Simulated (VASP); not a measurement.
# VHg2 (Cmcm) in VASP: single point with r2SCAN

Aim: the single point of VHg2 with r2SCAN.

Program: VASP 6.6.1. These are calculated values, not measurements. Logs are shortened: lines on timing, memory, paths and dates and some standing lists are left out, and cuts for length are marked.

## 1. The cell of the first run

It takes space group Cmcm (No. 63, orthorhombic). The conventional cell has a = 9.359 Å, b = 5.308 Å, c = 5.168 Å, α = 90.00°, β = 90.00°, γ = 90.00°. Within 4.0 Å of Hg (site symmetry m) lie 9 Hg at 3.00 to 3.94 Å and 5 V at 3.05 to 3.09 Å. Within 4.0 Å of V (site symmetry m2m) lie 10 Hg at 3.05 to 3.09 Å and 4 V at 3.48 to 3.94 Å.

## 2. Single point, r2SCAN

POSCAR reads:

```
VHg2
1.0
   -5.1684800000      0.0000000000      0.0000000000
    0.0000000000      0.0000000000      5.3075130000
    0.0000000000      4.6796590000      2.6537560000
Hg V
4 2
Direct
    0.5000000000      0.8300000000      0.3400000000
    0.5000000000      0.1700000000      0.6600000000
    0.0000000000      0.3900000000      0.3400000000
    0.0000000000      0.7300000000      0.6600000000
    0.0000000000      0.0600000000      0.0000000000
    0.5000000000      0.5000000000      0.0000000000
```

INCAR.step1 reads:

```
  PREC = Accurate
  ENCUT = 520
  ISMEAR = -1
  SIGMA = 0.1
  LREAL = False
  LASPH = True
  NELM = 100
  NBANDS = 46
  GGA = PE
  ALGO = Normal
  EDIFF = 1E-4
  LWAVE = True
  LCHARG = False
```

INCAR.step2 reads:

```
  PREC = Accurate
  ENCUT = 520
  EDIFF = 1E-6
  ISMEAR = -1
  SIGMA = 0.1
  LREAL = False
  LASPH = True
  NELM = 100
  ALGO = Normal
  ISIF = 2
  LWAVE = False
  LCHARG = False
  METAGGA = R2SCAN
  LMIXTAU = True
  NBANDS = 46
  ISTART = 1
```

KPOINTS reads:

```
regular mesh
0
Gamma
  4 4 4
```

Potentials or basis: VASP PAW PBE potentials, release 64 (Hg, V_sv).

Run with:

```sh
> cat potpaw_PBE.64/Hg/POTCAR potpaw_PBE.64/V_sv/POTCAR > POTCAR
> cp INCAR.step1 INCAR
> mpirun -np 1 vasp_std > vasp.out
> cp INCAR.step2 INCAR
> mpirun -np 1 vasp_std > vasp.out
```

OUTCAR:

```text
PREC = Accurate
   ENCUT = 520
   EDIFF = 1E-6
   ISMEAR = -1
   LREAL = False
   LASPH = True
   NELM = 100
   ISIF = 2
   METAGGA = R2SCAN
   ISTART = 1

 ion  position               nearest neighbor table
   1  0.500  0.830  0.340-   4 3.00   4 3.00   2 3.05   2 3.05   5 3.05   5 3.05   6 3.09   6 3.09
                             6 3.09   2 3.18   3 3.48   3 3.48
   2  0.500  0.170  0.660-   3 3.00   3 3.00   1 3.05   1 3.05   5 3.05   5 3.05   6 3.09   6 3.09
                             6 3.09   1 3.18   4 3.48   4 3.48
   3  0.000  0.390  0.340-   2 3.00   2 3.00   4 3.05   4 3.05   6 3.05   6 3.05   5 3.09   5 3.09
                             5 3.09   4 3.18   1 3.48   1 3.48
   4  0.000  0.730  0.660-   1 3.00   1 3.00   3 3.05   3 3.05   6 3.05   6 3.05   5 3.09   5 3.09
                             5 3.09   3 3.18   2 3.48   2 3.48
   5  0.000  0.060  0.000-   2 3.05   2 3.05   1 3.05   1 3.05   4 3.09   3 3.09   3 3.09   4 3.09
                             4 3.09   3 3.09
   6  0.500  0.500  0.000-   3 3.05   3 3.05   4 3.05   4 3.05   2 3.09   1 3.09   2 3.09   1 3.09
                             2 3.09   1 3.09

  LATTYP: Found a base centered orthorhombic cell.
 ALAT       =     5.3075130000
 B/A-ratio  =     1.7634093407
 C/A-ratio  =     0.9738044919

  Lattice vectors:

 A1 = (   0.0000000000,  -4.6796590000,   2.6537570000)
 A2 = (   0.0000000000,   4.6796590000,   2.6537560000)
 A3 = (  -5.1684800000,   0.0000000000,   0.0000000000)

Analysis of symmetry for initial positions (statically):
=====================================================================
 Subroutine PRICEL returns:
 Original cell was already a primitive cell.

 Routine SETGRP: Setting up the symmetry group for a
 base centered orthorhombic supercell.

 Subroutine GETGRP returns: Found  8 space group operations
 (whereof  4 operations were pure point group operations)
 out of a pool of  8 trial point group operations.

The static configuration has the point symmetry C_2v.
 The point group associated with its full space group is D_2h.

Analysis of symmetry for dynamics (positions and initial velocities):
=====================================================================
 Subroutine PRICEL returns:
 Original cell was already a primitive cell.

 Routine SETGRP: Setting up the symmetry group for a
 base centered orthorhombic supercell.

 Subroutine GETGRP returns: Found  8 space group operations
 (whereof  4 operations were pure point group operations)
 out of a pool of  8 trial point group operations.

The dynamic configuration has the point symmetry C_2v.
 The point group associated with its full space group is D_2h.

 Subroutine INISYM returns: Found  8 space group operations
 (whereof  4 operations are pure point group operations),
 and found     1 'primitive' translations

----------------------------------------------------------------------------------------

                                     Primitive cell

  volume of cell :     128.3714

  direct lattice vectors                    reciprocal lattice vectors
    -5.168480000  0.000000000  0.000000000    -0.193480482  0.000000000  0.000000000
     0.000000000  0.000000000  5.307513000     0.000000000 -0.106845372  0.188412162
     0.000000000  4.679659000  2.653756000     0.000000000  0.213690784  0.000000000

  length of vectors
     5.168480000  5.307513000  5.379742490     0.193480482  0.216598883  0.213690784

  position of ions in fractional coordinates (direct lattice)
     0.500000000  0.830000000  0.340000000
     0.500000000  0.170000000  0.660000000
     0.000000000  0.390000000  0.340000000
     0.000000000  0.730000000  0.660000000
     0.000000000  0.060000000  0.000000000
     0.500000000  0.500000000  0.000000000

  ion indices of the primitive-cell ions
   primitive index   ion index
                 1           1
                 2           2
                 3           3
                 4           4
                 5           5
                 6           6

----------------------------------------------------------------------------------------

 KPOINTS: regular mesh

Automatic generation of k-mesh.
 Grid dimensions read from file:
 generate k-points for:    4    4    4

 Generating k-lattice:

  Cartesian coordinates                     Fractional coordinates (reciprocal lattice)
    -0.048370120  0.000000000  0.000000000     0.250000000  0.000000000  0.000000000
     0.000000000 -0.026711343  0.047103041     0.000000000  0.250000000 -0.000000000
     0.000000000  0.053422696  0.000000000     0.000000000  0.000000000  0.250000000

  Length of vectors
     0.048370120  0.054149721  0.053422696

  Shift w.r.t. Gamma in fractional coordinates (k-lattice)
     0.000000000  0.000000000  0.000000000

 Subroutine IBZKPT returns following result:
 ===========================================

 Found     21 irreducible k-points:

 Following reciprocal coordinates:
            Coordinates               Weight
  0.000000  0.000000  0.000000      1.000000
  0.250000  0.000000  0.000000      2.000000
  0.500000  0.000000  0.000000      1.000000
  0.000000  0.250000  0.000000      4.000000
  0.250000  0.250000  0.000000      8.000000
  0.500000  0.250000  0.000000      4.000000
[... 13 lines left out ...]
  0.250000  0.000000  0.500000      2.000000
  0.500000  0.000000  0.500000      1.000000
   k-points           NKPTS =     21   k-points in BZ     NKDIM =     21   number of bands    NBANDS=     46
   number of dos      NEDOS =    301   number of ions     NIONS =      6
   total plane-waves  NPLWV =  64000
   dimension x,y,z NGX =    40 NGY =   40 NGZ =   40
   dimension x,y,z NGXF=    80 NGYF=   80 NGZF=   80
   ions per type =               4   2
   NGX,Y,Z   is equivalent  to a cutoff of  12.87, 12.53, 12.36 a.u.
   NGXF,Y,Z  is equivalent  to a cutoff of  25.73, 25.06, 24.72 a.u.
 SYSTEM =  unknown system
   PREC   = accura    normal or accurate (medium, high low for compatibility)
   ISTART =      1    job   : 0-new  1-cont  2-samecut
   ICHARG =      0    charge: 1-file 2-atom 10-const
   ISPIN  =      1    spin polarized calculation?
   LNONCOLLINEAR =      F non collinear calculations
   LSORBIT =      F    spin-orbit coupling
   LASPH  =      T    aspherical Exc in radial PAW
   ENCUT  =  520.0 eV  38.22 Ry    6.18 a.u.   9.61  9.87 10.00*2*pi/ulx,y,z
   NELM   =    100;   NELMIN=  2; NELMDL=  0     # of ELM steps
   EDIFF  = 0.1E-05   stopping-criterion for ELM
   LREAL  =      F    real-space projection
   EDIFFG = 0.1E-04   stopping-criterion for IOM
   NSW    =      0    number of steps for IOM
   IBRION =     -1    ionic relax: 0-MD 1-quasi-New 2-CG
   NFREE  =      0    steps in history (QN), initial steepest desc. (CG)
   ISIF   =      2    stress and relaxation
   ISYM   =      2    0-nonsym 1-usesym 2-fastsym
   POTIM  = 0.5000    time-step for ionic-motion
   TEBEG  =    0.0;   TEEND  =   0.0 temperature during run
   PSTRESS=    0.0 pullay stress
   NELECT =      74.0000    total number of electrons
   NUPDOWN=      -1.0000    fix difference up-down
   EMIN   =  10.00;   EMAX   =-10.00  energy-range for DOS
   EFERMI =   0.00;   METHOD = LEGACY
   ISMEAR =    -1;   SIGMA  =   0.10  broadening in eV -4-tet -1-fermi 0-gaus
   EFERMI_NEDOS =   21; number of points for ismear=-14 and -15
   IALGO  =     38    algorithm
   IMIX   =      4    mixing-type and parameters
     AMIX     =   0.40;   BMIX     =  1.00
     AMIX_MAG =   1.60;   BMIX_MAG =  1.00
  volume/ion in A,a.u.               =      21.40       144.38
  Fermi-wavevector in a.u.,A,eV,Ry     =   1.362478  2.574709 25.257109  1.856345
  Thomas-Fermi vector in A             =   2.488964
   LORBIT       =      0    0 simple, 1 ext, 2 COOP (PROOUT), +10 PAW based schemes
   METAGGA = R2SCAN    functional components
   LHFCALC =     F    Hartree Fock is set to
   AEXX    =    0.0000 exact exchange contribution
   IVDW    =     0    specifies the selected vdW correction
   LEPSILON=     F    determine dielectric tensor
   LRPA    =     F    only Hartree local field effects (RPA)
 non-spin polarized calculation
  energy-cutoff  :      520.00
  volume of cell :      128.37
 maximum number of plane-waves:      3478
 NGX is ok and might be reduce to    40
   NGX = 19   NGY = 19   NGZ = 21

 number of electron      74.0000004 magnetization

 Free energy of the ion-electron system (eV)
  ---------------------------------------------------
  ext. energy  EPLUGINS =         0.00000000
  ---------------------------------------------------
  free energy    TOTEN  =      -221.09440264 eV

  energy without entropy =     -220.73548823  energy(sigma->0) =     -220.91494544

 E-fermi :   4.3591     XC(G=0): -11.9340

 val. band max:        4.3516139760   @ k =   0.2500   0.0000   0.0000
 cond. band min:       4.3670523459   @ k =   0.2500   0.0000   0.2500
 fundamental gap:      0.0154383699
 Fermi energy:         4.3590668159

 k-point     1 :       0.0000    0.0000    0.0000
  band No.  band energies     occupation
      1     -62.8781      2.00000
      2     -62.8758      2.00000
      3     -35.6247      2.00000
      4     -35.6079      2.00000
      5     -35.6079      2.00000
      6     -35.6052      2.00000
[... 38 lines left out ...]
     45       7.0112      0.00000
     46       7.1522      0.00000

 k-point     2 :       0.2500    0.0000    0.0000
  band No.  band energies     occupation
      1     -62.8777      2.00000
      2     -62.8761      2.00000
      3     -35.6230      2.00000
      4     -35.6133      2.00000
      5     -35.6047      2.00000
      6     -35.6025      2.00000
[... 38 lines left out ...]
     45       7.2213      0.00000
     46       7.2817      0.00000

 k-point     3 :       0.5000    0.0000    0.0000
  band No.  band energies     occupation
      1     -62.8769      2.00000
      2     -62.8769      2.00000
      3     -35.6187      2.00000
      4     -35.6186      2.00000
      5     -35.6036      2.00000
      6     -35.6035      2.00000
[... 871 lines left out ...]
     45       6.5103      0.00000
     46       7.0084      0.00000

 k-point    21 :       0.5000    0.0000    0.5000
  band No.  band energies     occupation
      1     -62.8769      2.00000
      2     -62.8769      2.00000
      3     -35.6187      2.00000
      4     -35.6185      2.00000
      5     -35.6038      2.00000
      6     -35.6037      2.00000
[... 38 lines left out ...]
     45       6.1964      0.00000
     46       6.1964      0.00000

------------------------ aborting loop because EDIFF is reached ----------------------------------------

  FORCE on cell =-STRESS in cart. coord.  units (eV):
  Direction    XX          YY          ZZ          XY          YZ          ZX
  --------------------------------------------------------------------------------------
  -------------------------------------------------------------------------------------
  Total       -7.7672440     -5.4512703     -7.8145529      0.0000000      0.0000006      0.0000000
  in kB      -96.9414289    -68.0362217    -97.5318822      0.0000000      0.0000073      0.0000000
  external PRESSURE =     -87.5031776 kB  Pullay stress =       0.0000000 kB

 VOLUME and BASIS-vectors are now :
 -----------------------------------------------------------------------------
  energy-cutoff  :      520.00
  volume of cell :      128.37
      direct lattice vectors                 reciprocal lattice vectors
    -5.168480000  0.000000000  0.000000000    -0.193480482  0.000000000  0.000000000
     0.000000000  0.000000000  5.307513000     0.000000000 -0.106845372  0.188412162
     0.000000000  4.679659000  2.653756000     0.000000000  0.213690784  0.000000000

 POSITION                                       TOTAL-FORCE (eV/Angst)
 -----------------------------------------------------------------------------------
     -2.58424      1.59108      5.30751         0.000000     -0.455977      0.102969
     -2.58424      3.08857      2.65376         0.000000      0.455977      0.102969
      0.00000      1.59108      2.97221         0.000000     -0.455977     -0.102969
      0.00000      3.08857      5.62596         0.000000      0.455977     -0.102969
      0.00000      0.00000      0.31845         0.000000      0.000000      0.517120
     -2.58424      0.00000      2.65376         0.000000      0.000000     -0.517120
 -----------------------------------------------------------------------------------
    total drift:                                0.000000     -0.000000     -0.000027

  FREE ENERGIE OF THE ION-ELECTRON SYSTEM (eV)
  ---------------------------------------------------
  free  energy   TOTEN  =      -221.0944026372 eV

  energy  without entropy=     -220.7354882338  energy(sigma->0) =     -220.91494544
```

Run time: 4 min. Hardware: 1 thread of AMD EPYC 9R45 (Zen 5), shared host; peak memory 0.27 GiB.

Results:

| Quantity | Value |
| --- | --- |
| Free energy | -221.0944 eV |
| Pressure | -8.8 GPa |
| Largest force | 0.517 eV/Å |
| Band gap on the k mesh | zero (bands 37 and 38 overlap by 0.58 eV) |

Forces on the atoms (eV/Å):
```
Hg   0.000 -0.456  0.103
Hg   0.000  0.456  0.103
Hg   0.000 -0.456 -0.103
Hg   0.000  0.456 -0.103
V    0.000  0.000  0.517
V    0.000  0.000 -0.517
```

Stress tensor (GPa, compression positive):
```
-9.69  0.00  0.00
 0.00 -6.80  0.00
 0.00  0.00 -9.75
```

Levels at points of the mesh, in eV from the Fermi level:
| k point | band 33 | band 34 | band 35 | band 36 | band 37 | band 38 | band 39 | band 40 | band 41 | band 42 |
| --- | --- | --- | --- | --- | --- | --- | --- | --- | --- | --- |
| (0.00, 0.00, 0.00) | -1.81 | -1.47 | -0.70 | -0.53 | -0.33 | -0.04 | -0.03 | 0.04 | 0.63 | 0.74 |
| (0.50, 0.00, 0.00) | -1.19 | -1.19 | -0.73 | -0.73 | -0.41 | -0.41 | 0.29 | 0.29 | 1.20 | 1.20 |
| (0.00, 0.50, 0.00) | -0.87 | -0.72 | -0.21 | -0.16 | -0.05 | 0.04 | 0.07 | 0.13 | 0.47 | 0.75 |
| (0.50, 0.50, 0.00) | -1.06 | -1.06 | -1.03 | -1.03 | -0.23 | -0.23 | 0.31 | 0.31 | 0.61 | 0.61 |
| (0.00, 0.00, 0.50) | -1.81 | -1.01 | -0.67 | -0.42 | -0.05 | 0.20 | 0.44 | 0.46 | 0.57 | 0.88 |
| (0.50, 0.00, 0.50) | -1.02 | -1.02 | -0.75 | -0.75 | 0.17 | 0.17 | 0.19 | 0.19 | 0.59 | 0.59 |

Caveat: the cell stands under tension; the PAW data sets were made with another functional, which shifts forces and pressure a little; spin-orbit coupling is left out, which moves the levels of the heavy elements.
